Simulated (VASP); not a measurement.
# HfB2 (P-1) in VASP: a series of runs

Runs on HfB2. Level: PBE. Tasks: single point.

All numbers are computed with VASP 6.6.1; they aren't measurements. Logs are shortened: lines on timing, memory, paths and dates and some standing lists are left out, and cuts for length are marked.

## (1) The cell of the first run

The typed cell holds 3 atoms: a = 3.141 Å, b = 3.099 Å, c = 3.481 Å, α = 89.36°, β = 88.27°, γ = 118.70°.

## (2) Single point, PBE (equal xy, yz and zx shear strains of +3 %)

The input, INCAR:

```
PREC = Accurate ; ENCUT = 520
EDIFF = 1E-7 ; ISMEAR = -1
SIGMA = 0.05 ; LREAL = False
LASPH = True ; NELM = 80
ALGO = Normal ; ISIF = 2
LWAVE = False ; LCHARG = True
GGA = PE ; LELF = True
LVHAR = True ; NBANDS = 15
```

The input, KPOINTS:

```
regular mesh
0
Gamma
  13 13 11
```

The input, POSCAR:

```
HfB2
1.0
    3.1400001005      0.0471000015      0.0471000015
   -1.5292102525      2.6957698542      0.0172397971
    0.0522000000      0.0522000000      3.4800000000
Hf B
1 2
Direct
    0.0000000000      0.0000000000      0.0000000000
    0.3333333333      0.6666666667      0.5000000000
    0.6666666667      0.3333333333      0.5000000000
```

Potentials or basis: VASP PAW PBE potentials, release 64 (Hf_pv, B).

Command:

```console
cat potpaw_PBE.64/Hf_pv/POTCAR potpaw_PBE.64/B/POTCAR > POTCAR
mpirun -np 1 vasp_std > vasp.out
```

OUTCAR:

```text
PREC = Accurate
   ENCUT = 520
   EDIFF = 1E-7
   ISMEAR = -1
   LREAL = False
   LASPH = True
   NELM = 80
   ISIF = 2
   GGA = PE

 ion  position               nearest neighbor table
   1  0.000  0.000  0.000-   2 2.48   3 2.48   3 2.48   2 2.48   3 2.48   2 2.48   2 2.51   3 2.51
                             3 2.55   2 2.55   3 2.58   2 2.58
   2  0.333  0.667  0.500-   3 1.79   3 1.81   3 1.84   1 2.48   1 2.48   1 2.48   1 2.51   1 2.55
                             1 2.58
   3  0.667  0.333  0.500-   2 1.79   2 1.81   2 1.84   1 2.48   1 2.48   1 2.48   1 2.51   1 2.55
                             1 2.58

  LATTYP: Found a triclinic cell.
 ALAT       =     3.1815277131
 B/A-ratio  =     2.0106132572
 C/A-ratio  =     0.9741696453
 COS(alpha) =     0.0069198227
 COS(beta)  =     0.5001712246
 COS(gamma) =     0.7302131945

  Lattice vectors:

 A1 = (   1.6107898480,   2.7428698557,   0.0643397986)
 A2 = (   4.6985899485,   2.7377698572,  -3.3685601999)
 A3 = (  -1.5292102525,   2.6957698542,   0.0172397971)

Analysis of symmetry for initial positions (statically):
=====================================================================
 Subroutine PRICEL returns:
 Original cell was already a primitive cell.

 Routine SETGRP: Setting up the symmetry group for a
 triclinic supercell.

 Subroutine GETGRP returns: Found  2 space group operations
 (whereof  2 operations were pure point group operations)
 out of a pool of  2 trial point group operations.

The static configuration has the point symmetry S_2 .

Analysis of symmetry for dynamics (positions and initial velocities):
=====================================================================
 Subroutine PRICEL returns:
 Original cell was already a primitive cell.

 Routine SETGRP: Setting up the symmetry group for a
 triclinic supercell.

 Subroutine GETGRP returns: Found  2 space group operations
 (whereof  2 operations were pure point group operations)
 out of a pool of  2 trial point group operations.

The dynamic configuration has the point symmetry S_2 .

 Subroutine INISYM returns: Found  2 space group operations
 (whereof  2 operations are pure point group operations),
 and found     1 'primitive' translations

----------------------------------------------------------------------------------------

                                     Primitive cell

  volume of cell :      29.6947

  direct lattice vectors                    reciprocal lattice vectors
     3.140000101  0.047100002  0.047100002     0.315894096  0.179242501 -0.007427049
    -1.529210252  2.695769854  0.017239797    -0.005436977  0.367902123 -0.005436977
     0.052200000  0.052200000  3.480000000    -0.004248529 -0.004248529  0.287483778

  length of vectors
     3.140706521  3.099347724  3.480782912     0.363279665  0.367982463  0.287546557

  position of ions in fractional coordinates (direct lattice)
     0.000000000  0.000000000  0.000000000
     0.333333333  0.666666667  0.500000000
     0.666666667  0.333333333  0.500000000

  ion indices of the primitive-cell ions
   primitive index   ion index
                 1           1
                 2           2
                 3           3

----------------------------------------------------------------------------------------

 KPOINTS: regular mesh

Automatic generation of k-mesh.
 Grid dimensions read from file:
 generate k-points for:   13   13   11

 Generating k-lattice:

  Cartesian coordinates                     Fractional coordinates (reciprocal lattice)
     0.024299546  0.013787885 -0.000571311     0.076923077  0.000000000  0.000000000
    -0.000418229  0.028300163 -0.000418229    -0.000000000  0.076923077 -0.000000000
    -0.000386230 -0.000386230  0.026134889    -0.000000000  0.000000000  0.090909091

  Length of vectors
     0.027944590  0.028306343  0.026140596

  Shift w.r.t. Gamma in fractional coordinates (k-lattice)
     0.000000000  0.000000000  0.000000000

 Subroutine IBZKPT returns following result:
 ===========================================

 Found    930 irreducible k-points:

 Following reciprocal coordinates:
            Coordinates               Weight
  0.000000  0.000000  0.000000      1.000000
  0.076923  0.000000  0.000000      2.000000
  0.153846  0.000000  0.000000      2.000000
  0.230769  0.000000  0.000000      2.000000
  0.307692  0.000000  0.000000      2.000000
  0.384615 -0.000000  0.000000      2.000000
[... 16 lines left out ...]
  0.153846  0.153846  0.000000      2.000000
  0.230769  0.153846  0.000000      2.000000
 [... further k-points ...]
   k-points           NKPTS =    930   k-points in BZ     NKDIM =    930   number of bands    NBANDS=     15
   number of dos      NEDOS =    301   number of ions     NIONS =      3
   total plane-waves  NPLWV =  16128
   dimension x,y,z NGX =    24 NGY =   24 NGZ =   28
   dimension x,y,z NGXF=    48 NGYF=   48 NGZF=   56
   ions per type =               1   2
   NGX,Y,Z   is equivalent  to a cutoff of  12.70, 12.87, 13.37 a.u.
   NGXF,Y,Z  is equivalent  to a cutoff of  25.41, 25.75, 26.75 a.u.
 SYSTEM =  unknown system
   PREC   = accura    normal or accurate (medium, high low for compatibility)
   ISTART =      0    job   : 0-new  1-cont  2-samecut
   ICHARG =      2    charge: 1-file 2-atom 10-const
   ISPIN  =      1    spin polarized calculation?
   LNONCOLLINEAR =      F non collinear calculations
   LSORBIT =      F    spin-orbit coupling
   LASPH  =      T    aspherical Exc in radial PAW
   ENCUT  =  520.0 eV  38.22 Ry    6.18 a.u.   5.84  5.76  6.47*2*pi/ulx,y,z
   NELM   =     80;   NELMIN=  2; NELMDL= -5     # of ELM steps
   EDIFF  = 0.1E-06   stopping-criterion for ELM
   LREAL  =      F    real-space projection
   EDIFFG = 0.1E-05   stopping-criterion for IOM
   NSW    =      0    number of steps for IOM
   IBRION =     -1    ionic relax: 0-MD 1-quasi-New 2-CG
   NFREE  =      0    steps in history (QN), initial steepest desc. (CG)
   ISIF   =      2    stress and relaxation
   ISYM   =      2    0-nonsym 1-usesym 2-fastsym
   POTIM  = 0.5000    time-step for ionic-motion
   TEBEG  =    0.0;   TEEND  =   0.0 temperature during run
   PSTRESS=    0.0 pullay stress
   NELECT =      16.0000    total number of electrons
   NUPDOWN=      -1.0000    fix difference up-down
   EMIN   =  10.00;   EMAX   =-10.00  energy-range for DOS
   EFERMI =   0.00;   METHOD = LEGACY
   ISMEAR =    -1;   SIGMA  =   0.05  broadening in eV -4-tet -1-fermi 0-gaus
   EFERMI_NEDOS =   21; number of points for ismear=-14 and -15
   IALGO  =     38    algorithm
   IMIX   =      4    mixing-type and parameters
     AMIX     =   0.40;   BMIX     =  1.00
     AMIX_MAG =   1.60;   BMIX_MAG =  1.00
  volume/ion in A,a.u.               =       9.90        66.80
  Fermi-wavevector in a.u.,A,eV,Ry     =   1.332156  2.517410 24.145450  1.774641
  Thomas-Fermi vector in A             =   2.461113
   LORBIT       =      0    0 simple, 1 ext, 2 COOP (PROOUT), +10 PAW based schemes
   GGA     = PE    functional components
   LHFCALC =     F    Hartree Fock is set to
   AEXX    =    0.0000 exact exchange contribution
   IVDW    =     0    specifies the selected vdW correction
   LEPSILON=     F    determine dielectric tensor
   LRPA    =     F    only Hartree local field effects (RPA)
 non-spin polarized calculation
  energy-cutoff  :      520.00
  volume of cell :       29.69
 maximum number of plane-waves:       816
   NGX = 11   NGY = 11   NGZ = 13

 number of electron      15.9999999 magnetization

 Free energy of the ion-electron system (eV)
  ---------------------------------------------------
  ext. energy  EPLUGINS =         0.00000000
  ---------------------------------------------------
  free energy    TOTEN  =       -26.33698943 eV

  energy without entropy =      -26.33489356  energy(sigma->0) =      -26.33594150

 E-fermi :   7.7467     XC(G=0): -12.5980

 val. band max:        7.7397750586   @ k =   0.0769  -0.0769   0.2727
 cond. band min:       7.7606310207   @ k =   0.0769   0.0769   0.2727
 fundamental gap:      0.0208559621
 Fermi energy:         7.7466939807

 k-point     1 :       0.0000    0.0000    0.0000
  band No.  band energies     occupation
      1     -22.9551      2.00000
      2     -22.4861      2.00000
      3     -22.4256      2.00000
      4      -6.0801      2.00000
      5       4.5873      2.00000
      6       4.6980      2.00000
      7       4.9058      2.00000
      8       4.9358      2.00000
      9      11.3639      0.00000
     10      11.5990      0.00000
     11      12.2648      0.00000
     12      12.3622      0.00000
     13      12.6436      0.00000
     14      12.6791      0.00000
     15      13.0924      0.00000

 k-point     2 :       0.0769    0.0000    0.0000
  band No.  band energies     occupation
      1     -22.9482      2.00000
      2     -22.5290      2.00000
      3     -22.4364      2.00000
      4      -5.9548      2.00000
      5       4.2486      2.00000
      6       4.7486      2.00000
      7       4.8455      2.00000
      8       4.9293      2.00000
      9      11.0031      0.00000
     10      11.5078      0.00000
     11      11.8966      0.00000
     12      12.0038      0.00000
     13      12.8358      0.00000
     14      13.5485      0.00000
     15      13.8567      0.00000

 k-point     3 :       0.1538    0.0000    0.0000
  band No.  band energies     occupation
      1     -22.9288      2.00000
      2     -22.6490      2.00000
      3     -22.4630      2.00000
      4      -5.5904      2.00000
      5       3.3680      2.00000
      6       4.5061      2.00000
      7       4.8632      2.00000
      8       5.1416      2.00000
      9      10.1261      0.00000
     10      11.3338      0.00000
     11      11.6339      0.00000
     12      11.9305      0.00000
     13      13.6631      0.00000
     14      14.3823      0.00000
     15      14.9322      0.00000
[... 343 lines left out ...]
 k-point    23 :       0.1538    0.1538    0.0000
  band No.  band energies     occupation
      1     -22.8902      2.00000
      2     -22.8494      2.00000
      3     -22.5708      2.00000
      4      -4.6821      2.00000
      5       2.1449      2.00000
      6       3.5985      2.00000
      7       4.1554      2.00000
      8       6.1924      2.00000
      9       9.1928      0.00000
     10       9.8345      0.00000
     11      11.6558      0.00000
     12      13.5677      0.00000
     13      14.6196      0.00000
     14      14.9618      0.00000
     15      16.4222      0.00000

 k-point    24 :       0.2308    0.1538    0.0000
  band No.  band energies     occupation
      1     -22.9824      2.00000
      2     -22.8572      2.00000
      3     -22.6307      2.00000
      4      -3.9529      2.00000
      5       1.2236      2.00000
      6       3.0172      2.00000
      7       3.9636      2.00000
      8       6.7552      2.00000
      9       8.4456      0.00000
     10       9.4059      0.00000
     11      12.7494      0.00000
     12      13.9267      0.00000
     13      14.7758      0.00000
     14      15.6434      0.00000
     15      17.3996      0.00000

 [... further k-points ...]
[... 5 lines left out ...]
  --------------------------------------------------------------------------------------
  -------------------------------------------------------------------------------------
  Total        0.3019202      0.3120297      0.3930364     -1.4592014     -1.4260187     -1.4289330
  in kB       16.2901055     16.8355641     21.2062801    -78.7312137    -76.9408397    -77.0980809
  external PRESSURE =      18.1106499 kB  Pullay stress =       0.0000000 kB

 VOLUME and BASIS-vectors are now :
 -----------------------------------------------------------------------------
  energy-cutoff  :      520.00
  volume of cell :       29.69
      direct lattice vectors                 reciprocal lattice vectors
     3.140000101  0.047100002  0.047100002     0.315894096  0.179242501 -0.007427049
    -1.529210252  2.695769854  0.017239797    -0.005436977  0.367902123 -0.005436977
     0.052200000  0.052200000  3.480000000    -0.004248529 -0.004248529  0.287483778

 POSITION                                       TOTAL-FORCE (eV/Angst)
 -----------------------------------------------------------------------------------
      0.00000      0.00000      0.00000        -0.000000     -0.000000      0.000000
      0.05329      1.83898      1.76719         0.027165      0.013387     -0.012705
      1.60970      0.95609      1.77715        -0.027165     -0.013387      0.012705
 -----------------------------------------------------------------------------------
    total drift:                               -0.000000      0.000000      0.000000

  FREE ENERGIE OF THE ION-ELECTRON SYSTEM (eV)
  ---------------------------------------------------
  free  energy   TOTEN  =       -26.3369894295 eV

  energy  without entropy=      -26.3348935620  energy(sigma->0) =      -26.33594150
```

Wall time 8.7 min (1 thread of Intel Xeon 8259CL, shared host); peak memory 0.5 GiB.

Results:

- Free energy: -26.3370 eV
- Pressure: 1.8 GPa
- Largest force: 0.033 eV/Å
- Band gap on the k mesh: zero (bands 8 and 9 overlap by 1.03 eV)

Forces in eV/Å, atoms in the order of the input:
```
Hf   0.000  0.000  0.000
B    0.027  0.013 -0.013
B   -0.027 -0.013  0.013
```

Stress tensor (GPa, compression positive):
```
 1.63 -7.87 -7.71
-7.87  1.68 -7.69
-7.71 -7.69  2.12
```

Caveat: the cell differs from its parent crystal (equal xy, yz and zx shear strains of +3 %); spin-orbit coupling is left out, which moves the levels of the heavy elements.

## (3) Single point, PBE (equal xy, yz and zx shear strains of -2 %)

The input, INCAR:

```
SYSTEM = HfB2
PREC = Accurate ; ENCUT = 520
EDIFF = 1E-6 ; ISMEAR = -1
SIGMA = 0.05 ; LREAL = .False.
LASPH = .True. ; NELM = 100
ALGO = Normal ; ISIF = 2
LWAVE = .False. ; LCHARG = .False.
GGA = PE ; NBANDS = 15
```

The input, KPOINTS:

```
regular mesh
0
Gamma
  13 13 11
  0 0 0
```

The input, POSCAR:

```
HfB2
1.0
    3.1400001005     -0.0314000010     -0.0314000010
   -1.5971932488      2.7350198554     -0.0114931980
   -0.0348000000     -0.0348000000      3.4800000000
Hf B
1 2
Direct
    0.0000000000      0.0000000000      0.0000000000
    0.3333333333      0.6666666667      0.5000000000
    0.6666666667      0.3333333333      0.5000000000
```

Potentials or basis: VASP PAW PBE potentials, release 64 (Hf_pv, B).

Command:

```console
cat potpaw_PBE.64/Hf_pv/POTCAR potpaw_PBE.64/B/POTCAR > POTCAR
mpirun -np 1 vasp_std > vasp.out
```

Run time: 8.3 min. Hardware: 1 thread of Intel Xeon 8259CL, shared host; peak memory 0.5 GiB.

It converged, with:

```
Free energy            : -26.3715 eV
Pressure               : 1.4 GPa
Largest force          : 0.032 eV/Å
Band gap on the k mesh : zero (bands 8 and 9 overlap by 1.04 eV)
```

Forces in eV/Å, atoms in the order of the input:
```
Hf   0.000  0.000  0.000
B   -0.030  0.006 -0.008
B    0.030 -0.006  0.008
```

Stress tensor (GPa, compression positive):
```
1.23 5.59 5.46
5.59 1.22 5.45
5.46 5.45 1.62
```

Levels at points of the mesh, in eV from the Fermi level:
```csv
k point,band 4,band 5,band 6,band 7,band 8,band 9,band 10,band 11,band 12,band 13
"(0.00, 0.00, 0.00)",-13.83,-3.13,-3.05,-2.86,-2.86,3.82,3.90,4.58,4.64,4.68
```

Caveat: the cell differs from its parent crystal (equal xy, yz and zx shear strains of -2 %); spin-orbit coupling is left out, which moves the levels of the heavy elements.

(Continued in part 2 of 3.)

The gap in the log of VASP goes by the Fermi energy; the results here count the filled bands.